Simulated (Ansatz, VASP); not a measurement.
Two plane-wave programs on LaBi

```
La Bi
1.0
     0.00000    3.14557    3.14557
     3.14557    0.00000    3.14557
     3.14557    3.14557    0.00000
La Bi
1 1
Cartesian
  0.0000 0.0000 0.0000
  3.1456 3.1456 3.1456
```

Alike in both runs: task single point; functional LDA; k mesh 7 × 7 × 7; occupations gaussian, width 0.02 eV; no spin polarisation.

|  | VASP | Ansatz |
| --- | --- | --- |
| version | VASP 6.6.1 | Ansatz 0.2.0 |
| potentials or method | VASP PAW LDA potentials, release 64 (La, Bi_d), cutoff 520 eV | plane waves, PAW |
| valence electrons in the cell | 26 | 26 |

```tsv
	VASP	Ansatz	Ansatz less VASP
pressure (GPa)	7.0	7.0	-0.02
```

LDA's correlation is that of Perdew and Zunger in VASP and of Perdew and Wang (1992) in Ansatz.

Spin-orbit coupling is off throughout.
